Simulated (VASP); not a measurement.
Set up this calculation in VASP 6.6.1, as the native input.

| Quantity | Value |
| --- | --- |
| Task | single point |
| Functional | PBE |
| Potentials or basis | VASP PAW PBE potentials, release 64 (Cr_pv, Si, Mo_sv) |
| Cutoff | 520 eV |
| k mesh | 8 × 8 × 6 |
| Occupations | gaussian, width 0.1 eV |
| Spin | no spin polarisation |
| Dipole correction | no |
| Further INCAR settings | ALGO = Normal; EDIFF = 1e-06; NBANDS = 55 |

The structure of CrSi8Mo3 lies in POSCAR:

```
CrSi8Mo3
1.0
    4.5096727000      0.0000000000      0.0000000000
    0.0000000000      4.5096727000      0.0000000000
    0.0000000000      0.0000000000      7.7968965000
Cr Si Mo
1 8 3
Direct
    0.0000000000      0.0000000000      0.5000000000
    0.0000000000      0.5000000000      0.6615480000
    0.0000000000      0.0000000000      0.1702970000
    0.5000000000      0.5000000000      0.1657770000
    0.5000000000      0.0000000000      0.6615480000
    0.0000000000      0.5000000000      0.3384520000
    0.0000000000      0.0000000000      0.8297030000
    0.5000000000      0.5000000000      0.8342230000
    0.5000000000      0.0000000000      0.3384520000
    0.0000000000      0.5000000000      0.0000000000
    0.5000000000      0.5000000000      0.5000000000
    0.5000000000      0.0000000000      0.0000000000
```

The input as run:

INCAR

```
SYSTEM = CrSi8Mo3
PREC     = Accurate       ! precision mode
ENCUT    = 520            ! plane-wave cutoff, eV
EDIFF    = 1E-6           ! SCF threshold, eV
ISMEAR   = 0              ! smearing method
SIGMA    = 0.1            ! smearing width, eV
LREAL    = .False.        ! projectors in reciprocal space
LASPH    = .True.         ! aspherical terms in the spheres
NELM     = 60             ! most SCF steps
ALGO     = Normal         ! electronic algorithm
ISIF     = 2              ! what is computed and relaxed
LWAVE    = .False.        ! write WAVECAR
LCHARG   = .False.        ! write CHGCAR
GGA      = PE             ! functional
NBANDS   = 55             ! bands
```

KPOINTS

```
Automatic mesh
0
Gamma
  8 8 6
  0 0 0
```

Potentials or basis: VASP PAW PBE potentials, release 64 (Cr_pv, Si, Mo_sv).

Command:

```console
$ cat potpaw_PBE.64/Cr_pv/POTCAR potpaw_PBE.64/Si/POTCAR potpaw_PBE.64/Mo_sv/POTCAR > POTCAR
$ mpirun -np 1 vasp_std > vasp.out
```

It gave:

| Property | Result |
| --- | --- |
| Pressure | 0.2 GPa |
| Largest force | 0.009 eV/Å |
| Band gap on the k mesh | zero (band 43 reaches 12.51 eV, above the bottom of band 44 at 11.74 eV) |

Wall time 28 min on 1 thread of AMD EPYC 7R13, on a shared host, peak memory 0.52 GiB.
